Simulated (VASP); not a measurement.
# AlNi (P4/mmm) in VASP: notebook, part 2 of 2

VASP 6.6.1. Earlier steps stand in the parts before.

## 3. Single point, PBEsol

This run uses another cell than the first one, of 11.63 Å³/atom, 1.015 times its volume.

File INCAR:

```
SYSTEM = AlNi
PREC = Accurate ; ENCUT = 520
EDIFF = 1E-6 ; ISMEAR = 0
SIGMA = 0.15 ; LREAL = .FALSE.
LASPH = .TRUE. ; NELM = 100
ALGO = Fast ; ISIF = 2
LWAVE = .FALSE. ; LCHARG = .FALSE.
GGA = PS ; NBANDS = 14
```

File KPOINTS:

```
Automatic mesh
0
G
  16 16 16
  0 0 0
```

File POSCAR:

```
AlNi
1.0
    1.9874914371     -1.9874386223      0.0000000000
    1.9874914371      1.9874386223      0.0000000000
    0.0000000000      0.0000000000      2.9454000000
Al Ni
1 1
Direct
    0.0000000000      0.0000000000      0.0000000000
    0.5000000000      0.5000000000      0.5000000000
```

Potentials or basis: VASP PAW PBE potentials, release 64 (Al, Ni).

On the command line:

```console
$ cat potpaw_PBE.64/Al/POTCAR potpaw_PBE.64/Ni/POTCAR > POTCAR
$ mpirun -np 1 vasp_std > vasp.out
```

OUTCAR:

```text
SYSTEM = AlNi
   PREC = Accurate
   ENCUT = 520
   EDIFF = 1E-6
   ISMEAR = 0
   LREAL = .FALSE.
   LASPH = .TRUE.
   NELM = 100
   ISIF = 2
   GGA = PS

 ion  position               nearest neighbor table
   1  0.000  0.000  0.000-   2 2.47   2 2.47   2 2.47   2 2.47   2 2.47   2 2.47   2 2.47   2 2.47

   2  0.500  0.500  0.500-   1 2.47   1 2.47   1 2.47   1 2.47   1 2.47   1 2.47   1 2.47   1 2.47

  LATTYP: Found a base centered orthorhombic cell.
 ALAT       =     3.9748772446
 B/A-ratio  =     1.0000265743
 C/A-ratio  =     0.7410040157

  Lattice vectors:

 A1 = (  -1.9874914371,  -1.9874386223,   0.0000000000)
 A2 = (   1.9874914371,  -1.9874386223,   0.0000000000)
 A3 = (   0.0000000000,   0.0000000000,   2.9454000000)

Analysis of symmetry for initial positions (statically):
=====================================================================
 Subroutine PRICEL returns:
 Original cell was already a primitive cell.

 Routine SETGRP: Setting up the symmetry group for a
 base centered orthorhombic supercell.

 Subroutine GETGRP returns: Found  8 space group operations
 (whereof  8 operations were pure point group operations)
 out of a pool of  8 trial point group operations.

The static configuration has the point symmetry D_2h.

Analysis of symmetry for dynamics (positions and initial velocities):
=====================================================================
 Subroutine PRICEL returns:
 Original cell was already a primitive cell.

 Routine SETGRP: Setting up the symmetry group for a
 base centered orthorhombic supercell.

 Subroutine GETGRP returns: Found  8 space group operations
 (whereof  8 operations were pure point group operations)
 out of a pool of  8 trial point group operations.

The dynamic configuration has the point symmetry D_2h.

 Subroutine INISYM returns: Found  8 space group operations
 (whereof  8 operations are pure point group operations),
 and found     1 'primitive' translations

----------------------------------------------------------------------------------------

                                     Primitive cell

  volume of cell :      23.2688

  direct lattice vectors                    reciprocal lattice vectors
     1.987491437 -1.987438622  0.000000000     0.251573411 -0.251580096  0.000000000
     1.987491437  1.987438622  0.000000000     0.251573411  0.251580096  0.000000000
     0.000000000  0.000000000  2.945400000     0.000000000  0.000000000  0.339512460

  length of vectors
     2.810700000  2.810700000  2.945400000     0.355783257  0.355783257  0.339512460

  position of ions in fractional coordinates (direct lattice)
     0.000000000  0.000000000  0.000000000
     0.500000000  0.500000000  0.500000000

  ion indices of the primitive-cell ions
   primitive index   ion index
                 1           1
                 2           2

----------------------------------------------------------------------------------------

 KPOINTS: Automatic mesh

Automatic generation of k-mesh.
 Grid dimensions read from file:
 generate k-points for:   16   16   16

 Generating k-lattice:

  Cartesian coordinates                     Fractional coordinates (reciprocal lattice)
     0.015723338 -0.015723756  0.000000000     0.062500000  0.000000000  0.000000000
     0.015723338  0.015723756  0.000000000     0.000000000  0.062500000  0.000000000
     0.000000000  0.000000000  0.021219529     0.000000000  0.000000000  0.062500000

[... 39 lines left out ...]
   number of dos      NEDOS =    301   number of ions     NIONS =      2
   total plane-waves  NPLWV =  13824
   dimension x,y,z NGX =    24 NGY =   24 NGZ =   24
   dimension x,y,z NGXF=    48 NGYF=   48 NGZF=   48
   ions per type =               1   1
   NGX,Y,Z   is equivalent  to a cutoff of  14.20, 14.20, 13.55 a.u.
   NGXF,Y,Z  is equivalent  to a cutoff of  28.39, 28.39, 27.09 a.u.
 SYSTEM =  AlNi
   PREC   = accura    normal or accurate (medium, high low for compatibility)
   ISTART =      0    job   : 0-new  1-cont  2-samecut
   ICHARG =      2    charge: 1-file 2-atom 10-const
   ISPIN  =      1    spin polarized calculation?
   LNONCOLLINEAR =      F non collinear calculations
   LSORBIT =      F    spin-orbit coupling
   LASPH  =      T    aspherical Exc in radial PAW
   ENCUT  =  520.0 eV  38.22 Ry    6.18 a.u.   5.23  5.23  5.48*2*pi/ulx,y,z
   NELM   =    100;   NELMIN=  2; NELMDL= -5     # of ELM steps
   EDIFF  = 0.1E-05   stopping-criterion for ELM
   LREAL  =      F    real-space projection
   EDIFFG = 0.1E-04   stopping-criterion for IOM
   NSW    =      0    number of steps for IOM
   IBRION =     -1    ionic relax: 0-MD 1-quasi-New 2-CG
   NFREE  =      0    steps in history (QN), initial steepest desc. (CG)
   ISIF   =      2    stress and relaxation
   ISYM   =      2    0-nonsym 1-usesym 2-fastsym
   POTIM  = 0.5000    time-step for ionic-motion
   TEBEG  =    0.0;   TEEND  =   0.0 temperature during run
   PSTRESS=    0.0 pullay stress
   NELECT =      13.0000    total number of electrons
   NUPDOWN=      -1.0000    fix difference up-down
   EMIN   =  10.00;   EMAX   =-10.00  energy-range for DOS
   EFERMI =   0.00;   METHOD = LEGACY
   ISMEAR =     0;   SIGMA  =   0.15  broadening in eV -4-tet -1-fermi 0-gaus
   EFERMI_NEDOS =   21; number of points for ismear=-14 and -15
   IALGO  =     68    algorithm
   IMIX   =      4    mixing-type and parameters
     AMIX     =   0.40;   BMIX     =  1.00
     AMIX_MAG =   1.60;   BMIX_MAG =  1.00
  volume/ion in A,a.u.               =      11.63        78.51
  Fermi-wavevector in a.u.,A,eV,Ry     =   1.348336  2.547986 24.735534  1.818010
  Thomas-Fermi vector in A             =   2.476013
   LORBIT       =      0    0 simple, 1 ext, 2 COOP (PROOUT), +10 PAW based schemes
   GGA     = PS    functional components
   LHFCALC =     F    Hartree Fock is set to
   AEXX    =    0.0000 exact exchange contribution
   IVDW    =     0    specifies the selected vdW correction
   LEPSILON=     F    determine dielectric tensor
   LRPA    =     F    only Hartree local field effects (RPA)
 non-spin polarized calculation
 RMM-DIIS sequential band-by-band and
 Gauss-broadening in eV      SIGMA  =   0.15
  energy-cutoff  :      520.00
  volume of cell :       23.27
 maximum number of plane-waves:       647
 NGX is ok and might be reduce to    24
   NGX = 11   NGY = 11   NGZ = 11

 number of electron      12.9999993 magnetization

 Free energy of the ion-electron system (eV)
  ---------------------------------------------------
  ext. energy  EPLUGINS =         0.00000000
  ---------------------------------------------------
  free energy    TOTEN  =       -11.58193953 eV

  energy without entropy =      -11.57237229  energy(sigma->0) =      -11.57715591

 E-fermi :  10.2577     XC(G=0): -12.2992

 val. band max:       10.2560481931   @ k =   0.5000   0.3125   0.4375
 cond. band min:      10.2601532848   @ k =  -0.3750   0.1875   0.1250
 fundamental gap:      0.0041050917
 Fermi energy:        10.2577023956

 k-point     1 :       0.0000    0.0000    0.0000
  band No.  band energies     occupation
      1      -1.0730      2.00000
      2       6.8613      2.00000
      3       6.9108      2.00000
      4       8.6223      2.00000
      5       8.6224      2.00000
      6       8.7553      2.00000
      7      14.7728      0.00000
      8      16.4514      0.00000
      9      16.4516      0.00000
     10      18.2090      0.00000
     11      18.6831      0.00000
     12      24.5833      0.00000
     13      31.1506      0.00000
     14      31.1507      0.00000
[... 377 lines left out ...]
      1      -0.9218      2.00000
      2       6.8921      2.00000
      3       6.9200      2.00000
      4       8.5732      2.00000
      5       8.5978      2.00000
      6       8.6892      2.00000
      7      14.9843      0.00000
      8      15.4265      0.00000
      9      15.8553      0.00000
     10      18.5583      0.00000
     11      19.9520      0.00000
     12      25.1554      0.00000
     13      30.1042      0.00000
     14      30.3241      0.00000

 [... further k-points ...]
[... 5 lines left out ...]
  --------------------------------------------------------------------------------------
  -------------------------------------------------------------------------------------
  Total        0.4200084      0.4209685     -0.0834284      0.0000000      0.0000000      0.0000000
  in kB       28.9197976     28.9859088     -5.7444857      0.0000000      0.0000000      0.0000000
  external PRESSURE =      17.3870736 kB  Pullay stress =       0.0000000 kB

 VOLUME and BASIS-vectors are now :
 -----------------------------------------------------------------------------
  energy-cutoff  :      520.00
  volume of cell :       23.27
      direct lattice vectors                 reciprocal lattice vectors
     1.987491437 -1.987438622  0.000000000     0.251573411 -0.251580096  0.000000000
     1.987491437  1.987438622  0.000000000     0.251573411  0.251580096  0.000000000
     0.000000000  0.000000000  2.945400000     0.000000000  0.000000000  0.339512460

 POSITION                                       TOTAL-FORCE (eV/Angst)
 -----------------------------------------------------------------------------------
      0.00000      0.00000      0.00000         0.000000      0.000000      0.000000
      1.98749      0.00000      1.47270        -0.000000      0.000000      0.000000
 -----------------------------------------------------------------------------------
    total drift:                                0.000000     -0.000000     -0.000000

  FREE ENERGIE OF THE ION-ELECTRON SYSTEM (eV)
  ---------------------------------------------------
  free  energy   TOTEN  =       -11.5819395350 eV

  energy  without entropy=      -11.5723722931  energy(sigma->0) =      -11.57715591
```

Run time: 1.9 min. Hardware: 1 thread of AMD EPYC 9R45 (Zen 5), shared host; peak memory 0.29 GiB.

What came out:

* Free energy: -11.5819 eV
* Pressure: 1.7 GPa

Stress tensor (GPa, compression positive):
```
 2.89  0.00  0.00
 0.00  2.90  0.00
 0.00  0.00 -0.57
```

Levels at points of the mesh, in eV from the Fermi level:
| k point | band 4 | band 5 | band 6 | band 7 | band 8 | band 9 | band 10 | band 11 |
| --- | --- | --- | --- | --- | --- | --- | --- | --- |
| (0.00, 0.00, 0.00) | -1.64 | -1.64 | -1.50 | 4.52 | 6.19 | 6.19 | 7.95 | 8.43 |
| (0.50, 0.00, 0.00) | -2.51 | -2.23 | -1.53 | -0.54 | 8.27 | 9.16 | 10.45 | 10.73 |
| (0.50, 0.50, 0.00) | -2.73 | -2.29 | -2.29 | -0.97 | 1.81 | 2.92 | 11.86 | 14.71 |
| (0.00, 0.00, 0.50) | -2.24 | -2.24 | -1.43 | -0.90 | 8.35 | 10.55 | 10.55 | 11.33 |
| (0.50, 0.00, 0.50) | -2.93 | -2.10 | -2.06 | -1.10 | 1.39 | 2.49 | 13.01 | 15.45 |
| (0.50, 0.50, 0.50) | -1.08 | -0.95 | 1.90 | 2.01 | 2.01 | 3.99 | 4.43 | 4.43 |

Caveat: the PAW data sets were made with another functional, which shifts forces and pressure a little.

## 4. Single point, PBEsol

This run uses another cell than the first one, of 11.79 Å³/atom, 1.028 times its volume.

File INCAR:

```
SYSTEM = AlNi
PREC = Accurate ; ENCUT = 520
EDIFF = 1E-7 ; ISMEAR = 0
SIGMA = 0.15 ; LREAL = .False.
LASPH = .True. ; NELM = 100
ALGO = Fast ; ISIF = 2
LWAVE = .False. ; LCHARG = .False.
GGA = PS ; NBANDS = 14
```

File KPOINTS:

```
Automatic mesh
0
Gamma
  16 16 16
  0 0 0
```

File POSCAR:

```
AlNi
1.0
    2.0548796087     -2.0548250032      0.0000000000
    2.0548796087      2.0548250032      0.0000000000
    0.0000000000      0.0000000000      2.7924000000
Al Ni
1 1
Direct
    0.0000000000      0.0000000000      0.0000000000
    0.5000000000      0.5000000000      0.5000000000
```

Potentials or basis: VASP PAW PBE potentials, release 64 (Al, Ni).

On the command line:

```console
$ cat potpaw_PBE.64/Al/POTCAR potpaw_PBE.64/Ni/POTCAR > POTCAR
$ mpirun -np 1 vasp_std > vasp.out
```

OUTCAR:

```text
SYSTEM = AlNi
   PREC = Accurate
   ENCUT = 520
   EDIFF = 1E-7
   ISMEAR = 0
   LREAL = .False.
   LASPH = .True.
   NELM = 100
   ISIF = 2
   GGA = PS

 ion  position               nearest neighbor table
   1  0.000  0.000  0.000-   2 2.48   2 2.48   2 2.48   2 2.48   2 2.48   2 2.48   2 2.48   2 2.48

   2  0.500  0.500  0.500-   1 2.48   1 2.48   1 2.48   1 2.48   1 2.48   1 2.48   1 2.48   1 2.48

  LATTYP: Found a base centered orthorhombic cell.
 ALAT       =     4.1096500064
 B/A-ratio  =     1.0000265743
 C/A-ratio  =     0.6794739201

  Lattice vectors:

 A1 = (  -2.0548796087,  -2.0548250032,   0.0000000000)
 A2 = (   2.0548796087,  -2.0548250032,   0.0000000000)
 A3 = (   0.0000000000,   0.0000000000,   2.7924000000)

Analysis of symmetry for initial positions (statically):
=====================================================================
 Subroutine PRICEL returns:
 Original cell was already a primitive cell.

 Routine SETGRP: Setting up the symmetry group for a
 base centered orthorhombic supercell.

 Subroutine GETGRP returns: Found  8 space group operations
 (whereof  8 operations were pure point group operations)
 out of a pool of  8 trial point group operations.

The static configuration has the point symmetry D_2h.

Analysis of symmetry for dynamics (positions and initial velocities):
=====================================================================
 Subroutine PRICEL returns:
 Original cell was already a primitive cell.

 Routine SETGRP: Setting up the symmetry group for a
 base centered orthorhombic supercell.

 Subroutine GETGRP returns: Found  8 space group operations
 (whereof  8 operations were pure point group operations)
 out of a pool of  8 trial point group operations.

The dynamic configuration has the point symmetry D_2h.

 Subroutine INISYM returns: Found  8 space group operations
 (whereof  8 operations are pure point group operations),
 and found     1 'primitive' translations

----------------------------------------------------------------------------------------

                                     Primitive cell

[... 117 lines left out ...]
   AEXX    =    0.0000 exact exchange contribution
   IVDW    =     0    specifies the selected vdW correction
   LEPSILON=     F    determine dielectric tensor
   LRPA    =     F    only Hartree local field effects (RPA)
 non-spin polarized calculation
 RMM-DIIS sequential band-by-band and
 Gauss-broadening in eV      SIGMA  =   0.15
  energy-cutoff  :      520.00
  volume of cell :       23.58
 maximum number of plane-waves:       656
 NGX is ok and might be reduce to    24
   NGX = 11   NGY = 11   NGZ = 11

 number of electron      13.0000007 magnetization

 Free energy of the ion-electron system (eV)
  ---------------------------------------------------
  ext. energy  EPLUGINS =         0.00000000
  ---------------------------------------------------
  free energy    TOTEN  =       -11.58353523 eV

  energy without entropy =      -11.57379477  energy(sigma->0) =      -11.57866500

 E-fermi :  10.0855     XC(G=0): -12.2339

 val. band max:       10.0647768657   @ k =   0.1250   0.1250   0.3750
 cond. band min:      10.0971677871   @ k =  -0.2500   0.0625   0.3750
 fundamental gap:      0.0323909214
 Fermi energy:        10.0855260621

 k-point     1 :       0.0000    0.0000    0.0000
  band No.  band energies     occupation
      1      -1.1527      2.00000
      2       6.7603      2.00000
      3       6.7877      2.00000
      4       8.4340      2.00000
      5       8.5544      2.00000
      6       8.5545      2.00000
      7      15.1629      0.00000
      8      15.1631      0.00000
      9      16.6262      0.00000
     10      18.1067      0.00000
     11      18.3589      0.00000
     12      24.1422      0.00000
     13      30.5319      0.00000
     14      31.4803      0.00000
[... 377 lines left out ...]
      1      -1.0112      2.00000
      2       6.7596      2.00000
      3       6.8051      2.00000
      4       8.3668      2.00000
      5       8.5258      2.00000
      6       8.5368      2.00000
      7      14.4016      0.00000
      8      14.6552      0.00000
      9      16.8052      0.00000
     10      18.7920      0.00000
     11      19.0975      0.00000
     12      24.5374      0.00000
     13      28.7446      0.00000
     14      30.6802      0.00000

 [... further k-points ...]
[... 5 lines left out ...]
  --------------------------------------------------------------------------------------
  -------------------------------------------------------------------------------------
  Total       -0.2993390     -0.2983469      0.2634773      0.0000000      0.0000000      0.0000000
  in kB      -20.3378494    -20.2704412     17.9013170      0.0000000      0.0000000      0.0000000
  external PRESSURE =      -7.5689912 kB  Pullay stress =       0.0000000 kB

 VOLUME and BASIS-vectors are now :
 -----------------------------------------------------------------------------
  energy-cutoff  :      520.00
  volume of cell :       23.58
      direct lattice vectors                 reciprocal lattice vectors
     2.054879609 -2.054825003  0.000000000     0.243323257 -0.243329724  0.000000000
     2.054879609  2.054825003  0.000000000     0.243323257  0.243329724  0.000000000
     0.000000000  0.000000000  2.792400000     0.000000000  0.000000000  0.358114883

 POSITION                                       TOTAL-FORCE (eV/Angst)
 -----------------------------------------------------------------------------------
      0.00000      0.00000      0.00000         0.000000      0.000000      0.000000
      2.05488      0.00000      1.39620        -0.000000      0.000000      0.000000
 -----------------------------------------------------------------------------------
    total drift:                                0.000000     -0.000000     -0.000000

  FREE ENERGIE OF THE ION-ELECTRON SYSTEM (eV)
  ---------------------------------------------------
  free  energy   TOTEN  =       -11.5835352326 eV

  energy  without entropy=      -11.5737947741  energy(sigma->0) =      -11.57866500
```

It took 2.1 min on 1 thread of AMD EPYC 9R45 (Zen 5), shared host; peak memory 0.3 GiB.

What came out:

```yaml
Free_energy: -11.5835 eV
Pressure: -0.8 GPa
```

Caveat: the PAW data sets were made with another functional, which shifts forces and pressure a little. Spin polarisation is off, so any magnetic state and its effect on volume and gap are missing.

## 5. Single point, PBEsol

This run uses another cell than the first one, of 11.85 Å³/atom, 1.033 times its volume.

File INCAR:

```
ALGO = Fast
EDIFF = 1E-7
ENCUT = 520
GGA = PS
ISIF = 2
ISMEAR = 0
LASPH = T
LCHARG = F
LREAL = F
LWAVE = F
NBANDS = 14
NELM = 80
PREC = Accurate
SIGMA = 0.15
```

File KPOINTS:

```
k-points
0
Gamma
  16 16 16
```

File POSCAR:

```
AlNi
1.0
    2.0885383387     -2.0884828388      0.0000000000
    2.0885383387      2.0884828388      0.0000000000
    0.0000000000      0.0000000000      2.7159000000
Al Ni
1 1
Direct
    0.0000000000      0.0000000000      0.0000000000
    0.5000000000      0.5000000000      0.5000000000
```

On the command line:

```console
$ cat potpaw_PBE.64/Al/POTCAR potpaw_PBE.64/Ni/POTCAR > POTCAR
$ mpirun -np 1 vasp_std > vasp.out
```

Run time: 1.8 min. Hardware: 1 thread of AMD EPYC 9R45 (Zen 5), shared host; peak memory 0.29 GiB.

Results (log left out):

```yaml
Free_energy: -11.5571 eV
Pressure: -1.2 GPa
```

Stress tensor (GPa, compression positive):
```
-4.00  0.00  0.00
 0.00 -3.99  0.00
 0.00  0.00  4.46
```

Levels at points of the mesh, in eV from the Fermi level:
```
           k point  band 5  band 6  band 7  band 8  band 9  band 10
(0.00, 0.00, 0.00)   -1.47   -1.47    4.54    4.54    7.66     7.81
(0.50, 0.00, 0.00)   -1.97   -1.41   -0.87    8.09    8.99     9.89
(0.50, 0.50, 0.00)   -1.87   -1.87   -1.16    0.93    2.03    13.90
(0.00, 0.00, 0.50)   -2.45   -1.58   -0.25    8.36    9.35     9.35
(0.50, 0.00, 0.50)   -2.28   -2.18   -1.02    1.81    2.78    11.77
(0.50, 0.50, 0.50)   -0.92    1.95    1.95    2.11    3.84     3.90
```

Caveat: the PAW data sets were made with another functional, which shifts forces and pressure a little. Spin polarisation is off, so any magnetic state and its effect on volume and gap are missing.

## 6. Overview

| cell | further INCAR settings | gap on the mesh (eV) | pressure (GPa) |
| --- | --- | --- | --- |
| a = 2.906, b = 2.906, c = 2.716 Å, 2 atoms | ALGO = Fast; EDIFF = 1e-06; NBANDS = 14 | none | 4.3 |
| a = 2.811, b = 2.811, c = 2.945 Å, 2 atoms | ALGO = Fast; EDIFF = 1e-06; NBANDS = 14 | none | 1.7 |
| a = 2.906, b = 2.906, c = 2.792 Å, 2 atoms | ALGO = Fast; EDIFF = 1e-07; NBANDS = 14 | none | -0.8 |
| a = 2.954, b = 2.954, c = 2.716 Å, 2 atoms | ALGO = Fast; EDIFF = 1e-07; NBANDS = 14 | none | -1.2 |

Alike in all rows: task single point; level PBEsol; potentials or basis VASP PAW PBE potentials, release 64 (Al, Ni); no spin polarisation; k mesh 16 × 16 × 16; cutoff (eV) 520; smearing gaussian 0.15 eV.

Caveats: the PAW data sets were made with another functional, which shifts forces and pressure a little.

Absolute energies hang on the potentials; compare differences alone.
